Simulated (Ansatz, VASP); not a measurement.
# BP: VASP beside Ansatz

Contents of INCAR:

```
SYSTEM = BP
PREC     = Accurate       ! precision mode
ENCUT    = 500            ! plane-wave cutoff, eV
EDIFF    = 1E-6           ! SCF threshold, eV
ISMEAR   = 0              ! smearing method
SIGMA    = 0.02           ! smearing width, eV
LREAL    = .FALSE.        ! projectors in reciprocal space
LASPH    = .TRUE.         ! aspherical terms in the spheres
NELM     = 120            ! most SCF steps
ALGO     = Normal         ! electronic algorithm
ISIF     = 2              ! what is computed and relaxed
LWAVE    = .FALSE.        ! write WAVECAR
LCHARG   = .FALSE.        ! write CHGCAR
GGA      = CA             ! functional
NBANDS   = 11             ! bands
GGA_COMPAT= .FALSE.
```

The input KPOINTS:

```
regular mesh
0
G
  10 10 10
  0 0 0
```

File POSCAR:

```
BP
1.0
    0.0000000000      2.2892724050      2.2892724050
    2.2892724050      0.0000000000      2.2892724050
    2.2892724050      2.2892724050      0.0000000000
B P
1 1
Direct
    0.0000000000      0.0000000000      0.0000000000
    0.2500000000      0.2500000000      0.2500000000
```

Input for Ansatz:

```yaml
crystal:
  lattice:
    - [0.0, 2.289272405, 2.289272405]
    - [2.289272405, 0.0, 2.289272405]
    - [2.289272405, 2.289272405, 0.0]
  atoms:
    - { symbol: B, position: [0.0, 0.0, 0.0] }
    - { symbol: P, position: [0.25, 0.25, 0.25] }
basis:
  ecutwfc: 420
kpoints:
  mp_grid: { grid: [10, 10, 10] }
hamiltonian:
  xc: lda
scf:
  occupations: { method: gaussian, width: 0.02 }
output:
  forces: true
  stress: true
  eigenvalues: true
```

Alike in both runs: task single point; functional LDA; k mesh 10 × 10 × 10; occupations gaussian, width 0.02 eV; no spin polarisation.

|  | VASP | Ansatz |
| --- | --- | --- |
| version | VASP 6.6.1 | Ansatz 0.2.0 |
| potentials or method | VASP PAW LDA potentials, release 64 (B, P), cutoff 500 eV | scalar-relativistic, plane waves, PAW |
| valence electrons in the cell | 8 | 8 |

|  | VASP | Ansatz | Ansatz less VASP |
| --- | --- | --- | --- |
| gap on the k mesh at the Fermi level (eV) | 1.22 | 1.22 | 0.000 |
| least direct gap on the mesh (eV) | 3.34 | 3.34 | -0.002 |
| pressure (GPa) | -9.2 | -9.2 | +0.07 |

LDA's correlation is that of Perdew and Zunger in VASP and of Perdew and Wang (1992) in Ansatz.
